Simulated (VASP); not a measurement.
# BaTiO3 (Pm-3m) in VASP: notebook, part 2 of 2

VASP 6.6.1. The steps go on from the part before.

## (3) Single point, r2SCAN+rVV10

This run uses another cell than the first one, of 12.65 Å³/atom.

POSCAR

```
BaTiO3
1.0
    3.9845109371      0.0000000000      0.0000000000
    0.0000000000      3.9845109371      0.0000000000
    0.0000000000      0.0000000000      3.9845109371
Ba Ti O
1 1 3
Direct
    0.5000000000      0.5000000000      0.5000000000
    0.0000000000      0.0000000000      0.0000000000
    0.5000000000      0.0000000000      0.0000000000
    0.0000000000      0.5000000000      0.0000000000
    0.0000000000      0.0000000000      0.5000000000
```

INCAR.step1

```
SYSTEM = BaTiO3
ALGO = Normal ; EDIFF = 1E-5
ENCUT = 1480 ; GGA = PE
GGA_COMPAT = .False. ; ISMEAR = 0
LASPH = .True. ; LCHARG = .False.
LREAL = .False. ; LWAVE = .True.
NBANDS = 28 ; NELM = 120
PREC = Accurate ; SIGMA = 0.01
```

INCAR.step2

```
SYSTEM = BaTiO3
ALGO = Normal ; BPARAM = 11.95
CPARAM = 0.0093 ; EDIFF = 1E-6
ENCUT = 1480 ; GGA_COMPAT = .False.
ISIF = 2 ; ISMEAR = 0
ISTART = 1 ; IVDW_NL = 2
LASPH = .True. ; LCHARG = .False.
LMIXTAU = .True. ; LREAL = .False.
LUSE_VDW = .True. ; LWAVE = .False.
METAGGA = R2SCAN ; NBANDS = 28
NELM = 120 ; PREC = Accurate
SIGMA = 0.01
```

KPOINTS

```
k-points
0
Gamma
  3 3 3
  0 0 0
```

Potentials or basis: VASP PAW PBE potentials, release 64 (Ba_sv, Ti_sv, O_h).

Started as:

```sh
> cat potpaw_PBE.64/Ba_sv/POTCAR potpaw_PBE.64/Ti_sv/POTCAR potpaw_PBE.64/O_h/POTCAR > POTCAR
> cp INCAR.step1 INCAR
> mpirun -np 1 vasp_std > vasp.out
> cp INCAR.step2 INCAR
> mpirun -np 1 vasp_std > vasp.out
```

OUTCAR:

```text
SYSTEM = BaTiO3
   BPARAM = 11.95
   EDIFF = 1E-6
   ENCUT = 1480
   ISIF = 2
   ISMEAR = 0
   ISTART = 1
   IVDW_NL = 2
   LASPH = .True.
   LREAL = .False.
   METAGGA = R2SCAN
   NELM = 120
   PREC = Accurate

 ion  position               nearest neighbor table
   1  0.500  0.500  0.500-   3 2.82   4 2.82   5 2.82   3 2.82   4 2.82   3 2.82   5 2.82   3 2.82
                             4 2.82   5 2.82   4 2.82   5 2.82   2 3.45   2 3.45   2 3.45   2 3.45
   2  0.000  0.000  0.000-   3 1.99   4 1.99   5 1.99   5 1.99   4 1.99   3 1.99   1 3.45   1 3.45
                             1 3.45   1 3.45   1 3.45   1 3.45   1 3.45   1 3.45
   3  0.500  0.000  0.000-   2 1.99   2 1.99   1 2.82   1 2.82   1 2.82   1 2.82
   4  0.000  0.500  0.000-   2 1.99   2 1.99   1 2.82   1 2.82   1 2.82   1 2.82
   5  0.000  0.000  0.500-   2 1.99   2 1.99   1 2.82   1 2.82   1 2.82   1 2.82

  LATTYP: Found a simple cubic cell.
 ALAT       =     3.9845109371

  Lattice vectors:

 A1 = (   3.9845109371,   0.0000000000,   0.0000000000)
 A2 = (   0.0000000000,   3.9845109371,   0.0000000000)
 A3 = (   0.0000000000,   0.0000000000,   3.9845109371)

Analysis of symmetry for initial positions (statically):
=====================================================================
 Subroutine PRICEL returns:
 Original cell was already a primitive cell.

 Routine SETGRP: Setting up the symmetry group for a
 simple cubic supercell.

 Subroutine GETGRP returns: Found 48 space group operations
 (whereof 48 operations were pure point group operations)
 out of a pool of 48 trial point group operations.

The static configuration has the point symmetry O_h .

Analysis of symmetry for dynamics (positions and initial velocities):
=====================================================================
 Subroutine PRICEL returns:
 Original cell was already a primitive cell.

 Routine SETGRP: Setting up the symmetry group for a
[... 111 lines left out ...]
     AMIX_MAG =   1.60;   BMIX_MAG =  1.00
  volume/ion in A,a.u.               =      12.65        85.38
  Fermi-wavevector in a.u.,A,eV,Ry     =   1.405141  2.655331 26.863619  1.974420
  Thomas-Fermi vector in A             =   2.527632
   LORBIT       =      0    0 simple, 1 ext, 2 COOP (PROOUT), +10 PAW based schemes
   METAGGA = R2SCAN    functional components
   LHFCALC =     F    Hartree Fock is set to
   AEXX    =    0.0000 exact exchange contribution
   IVDW_NL    =     2    kernel type
   BPARAM     =11.9500
   IVDW    =     0    specifies the selected vdW correction
   LEPSILON=     F    determine dielectric tensor
   LRPA    =     F    only Hartree local field effects (RPA)
 non-spin polarized calculation
 Gauss-broadening in eV      SIGMA  =   0.01
  energy-cutoff  :     1480.00
  volume of cell :       63.26
 maximum number of plane-waves:      8217
 NGX is ok and might be reduce to    50
   NGX = 25   NGY = 25   NGZ = 25

 number of electron      40.0000000 magnetization

 Free energy of the ion-electron system (eV)
  ---------------------------------------------------
  ext. energy  EPLUGINS =         0.00000000
  ---------------------------------------------------
  free energy    TOTEN  =       -73.26303607 eV

  energy without entropy =      -73.26303607  energy(sigma->0) =      -73.26303607

 E-fermi :   4.0477     XC(G=0): -12.0500

 val. band max:        3.8620140882   @ k =   0.0000   0.0000   0.0000
 cond. band min:       6.0925193962   @ k =   0.0000   0.0000   0.0000
 fundamental gap:      2.2305053079
 Fermi energy:         4.0477398526

 k-point     1 :       0.0000    0.0000    0.0000
  band No.  band energies     occupation
      1     -54.8997      2.00000
      2     -30.0635      2.00000
      3     -30.0635      2.00000
      4     -30.0635      2.00000
      5     -21.4227      2.00000
      6     -13.8856      2.00000
[... 113 lines left out ...]
     27      12.5439      0.00000
     28      12.5869      0.00000

------------------------ aborting loop because EDIFF is reached ----------------------------------------

  FORCE on cell =-STRESS in cart. coord.  units (eV):
  Direction    XX          YY          ZZ          XY          YZ          ZX
  --------------------------------------------------------------------------------------
  -------------------------------------------------------------------------------------
  Total        0.8748732      0.8748732      0.8748732     -0.0000000     -0.0000000      0.0000000
  in kB       22.1580024     22.1580024     22.1580024     -0.0000000     -0.0000000      0.0000000
  external PRESSURE =      22.1580024 kB  Pullay stress =       0.0000000 kB

 VOLUME and BASIS-vectors are now :
 -----------------------------------------------------------------------------
  energy-cutoff  :     1480.00
  volume of cell :       63.26
      direct lattice vectors                 reciprocal lattice vectors
     3.984510937  0.000000000  0.000000000     0.250971830  0.000000000  0.000000000
     0.000000000  3.984510937  0.000000000     0.000000000  0.250971830  0.000000000
     0.000000000  0.000000000  3.984510937     0.000000000  0.000000000  0.250971830

 POSITION                                       TOTAL-FORCE (eV/Angst)
 -----------------------------------------------------------------------------------
      1.99226      1.99226      1.99226         0.000000      0.000000      0.000000
      0.00000      0.00000      0.00000         0.000000      0.000000      0.000000
      1.99226      0.00000      0.00000         0.000000      0.000000      0.000000
      0.00000      1.99226      0.00000         0.000000      0.000000      0.000000
      0.00000      0.00000      1.99226         0.000000      0.000000      0.000000
 -----------------------------------------------------------------------------------
    total drift:                                0.000000      0.000000     -0.000000

  FREE ENERGIE OF THE ION-ELECTRON SYSTEM (eV)
  ---------------------------------------------------
  free  energy   TOTEN  =       -73.2630360669 eV

  energy  without entropy=      -73.2630360669  energy(sigma->0) =      -73.26303607
```

OUTCAR.step1:

```text
SYSTEM = BaTiO3
   EDIFF = 1E-5
   ENCUT = 1480
   GGA = PE
   ISMEAR = 0
[... 336 lines left out ...]
      0.00000      0.00000      0.00000         0.000000      0.000000      0.000000
      1.99226      0.00000      0.00000         0.000000      0.000000      0.000000
      0.00000      1.99226      0.00000         0.000000      0.000000      0.000000
      0.00000      0.00000      1.99226         0.000000      0.000000      0.000000
 -----------------------------------------------------------------------------------
    total drift:                                0.000000      0.000000     -0.000000

  FREE ENERGIE OF THE ION-ELECTRON SYSTEM (eV)
  ---------------------------------------------------
  free  energy   TOTEN  =       -39.8645098767 eV

  energy  without entropy=      -39.8645098767  energy(sigma->0) =      -39.86450988
```

OSZICAR.step1:

```text
N       E                     dE             d eps       ncg     rms          rms(c)
DAV:   1     0.680467974440E+03    0.68047E+03   -0.37658E+04   224   0.334E+03
DAV:   2     0.834515459800E+02   -0.59702E+03   -0.57320E+03   224   0.646E+02
DAV:   3    -0.421994550952E+02   -0.12565E+03   -0.12081E+03   336   0.216E+02
DAV:   4    -0.505660568514E+02   -0.83666E+01   -0.83274E+01   284   0.553E+01
DAV:   5    -0.508633188338E+02   -0.29726E+00   -0.29689E+00   352   0.100E+01    0.234E+01
DAV:   6    -0.398045711333E+02    0.11059E+02   -0.58236E+01   324   0.659E+01    0.944E+00
DAV:   7    -0.399769373371E+02   -0.17237E+00   -0.85481E+00   272   0.206E+01    0.665E+00
DAV:   8    -0.398539807052E+02    0.12296E+00   -0.66455E-01   284   0.704E+00    0.330E+00
DAV:   9    -0.398777842275E+02   -0.23804E-01   -0.29473E-01   312   0.446E+00    0.118E+00
DAV:  10    -0.398687881490E+02    0.89961E-02   -0.50781E-02   256   0.248E+00    0.633E-01
DAV:  11    -0.398645023316E+02    0.42858E-02   -0.17316E-02   292   0.945E-01    0.135E-01
DAV:  12    -0.398649196050E+02   -0.41727E-03   -0.30754E-03   332   0.545E-01    0.159E-01
DAV:  13    -0.398645233364E+02    0.39627E-03   -0.96070E-04   256   0.323E-01    0.382E-02
DAV:  14    -0.398645068502E+02    0.16486E-04   -0.96266E-05   320   0.884E-02    0.851E-03
DAV:  15    -0.398645098767E+02   -0.30265E-05   -0.18203E-05   204   0.350E-02
   1 F= -.39864510E+02 E0= -.39864510E+02  d E =-.738624-160
```

It took 7.7 min on 1 thread of Intel Xeon Platinum 8259CL at 2.50GHz (Skylake/Cascade Lake), shared host; peak memory 0.84 GiB.

What came out:

| Property | Result |
| --- | --- |
| Free energy | -73.2630 eV |
| Pressure | 2.2 GPa |
| Band gap on the k mesh | 2.23 eV |

Caveat: the k points lie up to 0.53 Å⁻¹ apart; the PAW data sets were made with another functional, which shifts forces and pressure a little; spin-orbit coupling is left out, which moves the levels of the heavy elements; an odd mesh through Γ misses points on the zone boundary, where band edges can lie.

## (4) Single point, r2SCAN+D4

This run uses another cell than the first one, of 12.68 Å³/atom.

Edit POSCAR of step 3 so:

```diff
@@ -2,5 +2,5 @@
 1.0
-    3.9845109371      0.0000000000      0.0000000000
-    0.0000000000      3.9845109371      0.0000000000
-    0.0000000000      0.0000000000      3.9845109371
+    3.9879104515      0.0000000000      0.0000000000
+    0.0000000000      3.9879104515      0.0000000000
+    0.0000000000      0.0000000000      3.9879104515
 Ba Ti O
```

INCAR.step1

```
ALGO = Normal
EDIFF = 1E-5
ENCUT = 1480
GGA = PE
GGA_COMPAT = False
ISMEAR = 0
LASPH = True
LCHARG = False
LREAL = False
LWAVE = True
NBANDS = 28
NELM = 120
PREC = Accurate
SIGMA = 0.01
```

INCAR.step2

```
ALGO = Normal
EDIFF = 1E-6
ENCUT = 1480
GGA_COMPAT = False
ISIF = 2
ISMEAR = 0
ISTART = 1
IVDW = 13
LASPH = True
LCHARG = False
LMIXTAU = True
LREAL = False
LWAVE = False
METAGGA = R2SCAN
NBANDS = 28
NELM = 120
PREC = Accurate
SIGMA = 0.01
VDW_A1 = 0.51559235
VDW_A2 = 5.77342911
VDW_S6 = 1.0
VDW_S8 = 0.6018749
```

KPOINTS

```
k-points
0
Gamma
  3 3 3
```

Potentials or basis: VASP PAW PBE potentials, release 64 (Ba_sv, Ti_sv, O_h).

Started as:

```sh
> cat potpaw_PBE.64/Ba_sv/POTCAR potpaw_PBE.64/Ti_sv/POTCAR potpaw_PBE.64/O_h/POTCAR > POTCAR
> cp INCAR.step1 INCAR
> mpirun -np 1 vasp_std > vasp.out
> cp INCAR.step2 INCAR
> mpirun -np 1 vasp_std > vasp.out
```

OUTCAR:

```text
EDIFF = 1E-6
   ENCUT = 1480
   ISIF = 2
   ISMEAR = 0
   ISTART = 1
   IVDW = 13
   LASPH = True
   LREAL = False
   METAGGA = R2SCAN
   NELM = 120
   PREC = Accurate

 ion  position               nearest neighbor table
   1  0.500  0.500  0.500-   3 2.82   4 2.82   5 2.82   3 2.82   4 2.82   3 2.82   5 2.82   3 2.82
                             4 2.82   5 2.82   4 2.82   5 2.82   2 3.45   2 3.45   2 3.45   2 3.45
   2  0.000  0.000  0.000-   3 1.99   4 1.99   5 1.99   5 1.99   4 1.99   3 1.99   1 3.45   1 3.45
                             1 3.45   1 3.45   1 3.45   1 3.45   1 3.45   1 3.45
[... 313 lines left out ...]
  -------------------------------------------------------------------------------------
  Total       0.77881     0.77881     0.77881     0.00000    -0.00000     0.00000
  in kB      19.67449    19.67449    19.67449     0.00000    -0.00000     0.00000
  external pressure =       19.67 kB  Pullay stress =        0.00 kB

 VOLUME and BASIS-vectors are now :
 -----------------------------------------------------------------------------
  energy-cutoff  :     1480.00
  volume of cell :       63.42
      direct lattice vectors                 reciprocal lattice vectors
     3.987910451  0.000000000  0.000000000     0.250757887  0.000000000  0.000000000
     0.000000000  3.987910451  0.000000000     0.000000000  0.250757887  0.000000000
     0.000000000  0.000000000  3.987910451     0.000000000  0.000000000  0.250757887

 POSITION                                       TOTAL-FORCE (eV/Angst)
 -----------------------------------------------------------------------------------
      1.99396      1.99396      1.99396         0.000000      0.000000      0.000000
      0.00000      0.00000      0.00000         0.000000      0.000000      0.000000
      1.99396      0.00000      0.00000         0.000000      0.000000      0.000000
      0.00000      1.99396      0.00000         0.000000      0.000000      0.000000
      0.00000      0.00000      1.99396         0.000000      0.000000      0.000000
 -----------------------------------------------------------------------------------
    total drift:                                0.000000      0.000000     -0.000000

  FREE ENERGIE OF THE ION-ELECTRON SYSTEM (eV)
  ---------------------------------------------------
  free  energy   TOTEN  =       -74.5790606007 eV

  energy  without entropy=      -74.5790606007  energy(sigma->0) =      -74.57906060
```

OUTCAR.step1:

```text
EDIFF = 1E-5
   ENCUT = 1480
   GGA = PE
   ISMEAR = 0
[... 336 lines left out ...]
      0.00000      0.00000      0.00000         0.000000      0.000000      0.000000
      1.99396      0.00000      0.00000         0.000000      0.000000      0.000000
      0.00000      1.99396      0.00000         0.000000      0.000000      0.000000
      0.00000      0.00000      1.99396         0.000000      0.000000      0.000000
 -----------------------------------------------------------------------------------
    total drift:                                0.000000      0.000000     -0.000000

  FREE ENERGIE OF THE ION-ELECTRON SYSTEM (eV)
  ---------------------------------------------------
  free  energy   TOTEN  =       -39.8710904678 eV

  energy  without entropy=      -39.8710904678  energy(sigma->0) =      -39.87109047
```

OSZICAR.step1:

```text
N       E                     dE             d eps       ncg     rms          rms(c)
DAV:   1     0.668794441892E+03    0.66879E+03   -0.36087E+04   224   0.328E+03
DAV:   2     0.816546316414E+02   -0.58714E+03   -0.56146E+03   228   0.650E+02
DAV:   3    -0.413256960345E+02   -0.12298E+03   -0.11410E+03   312   0.220E+02
DAV:   4    -0.505385869844E+02   -0.92129E+01   -0.91768E+01   284   0.601E+01
DAV:   5    -0.508801804691E+02   -0.34159E+00   -0.34142E+00   348   0.112E+01    0.234E+01
DAV:   6    -0.399806938664E+02    0.10899E+02   -0.55855E+01   316   0.659E+01    0.948E+00
DAV:   7    -0.399780072170E+02    0.26866E-02   -0.79184E+00   284   0.204E+01    0.645E+00
DAV:   8    -0.398544658955E+02    0.12354E+00   -0.70172E-01   272   0.742E+00    0.302E+00
DAV:   9    -0.398944635895E+02   -0.39998E-01   -0.27219E-01   328   0.424E+00    0.138E+00
DAV:  10    -0.398721604822E+02    0.22303E-01   -0.10219E-01   252   0.361E+00    0.420E-01
DAV:  11    -0.398711089927E+02    0.10515E-02   -0.12013E-02   300   0.733E-01    0.109E-01
DAV:  12    -0.398714826249E+02   -0.37363E-03   -0.30165E-03   336   0.464E-01    0.178E-01
DAV:  13    -0.398710828199E+02    0.39980E-03   -0.13366E-03   288   0.366E-01    0.923E-03
DAV:  14    -0.398710904678E+02   -0.76479E-05   -0.79880E-05   260   0.664E-02
   1 F= -.39871090E+02 E0= -.39871090E+02  d E =-.610027-141
```

Wall time 88 s (1 thread of Intel Xeon 6975P-C (Granite Rapids), shared host); peak memory 0.42 GiB.

What came out:

```
Free energy                : -74.5791 eV
Pressure                   : 2.0 GPa
Band gap on the k mesh     : 2.23 eV
Dispersion energy per atom : -0.081 eV
```

Caveat: the k points lie up to 0.53 Å⁻¹ apart; the PAW data sets were made with another functional, which shifts forces and pressure a little; spin-orbit coupling is left out, which moves the levels of the heavy elements; an odd mesh through Γ misses points on the zone boundary, where band edges can lie.

## (5) The runs side by side

| level | cell | gap on the mesh (eV) | pressure (GPa) |
| --- | --- | --- | --- |
| r2SCAN | a = 3.996 Å, 5 atoms | 2.23 | 1.9 |
| r2SCAN+rVV10 | a = 3.985 Å, 5 atoms | 2.23 | 2.2 |
| r2SCAN+D4 | a = 3.988 Å, 5 atoms | 2.23 | 2.0 |

Alike in all rows: task single point; potentials or basis VASP PAW PBE potentials, release 64 (Ba_sv, Ti_sv, O_h); no spin polarisation; k mesh 3 × 3 × 3; cutoff (eV) 1480; smearing gaussian 0.01 eV.

Caveats: all runs use coarse meshes; the PAW data sets were made with another functional, which shifts forces and pressure a little; spin-orbit coupling is left out, which moves the levels of the heavy elements; an odd mesh through Γ misses points on the zone boundary, where band edges can lie.

Total energies depend on the potentials used, so only differences within one code and one set of settings carry meaning.
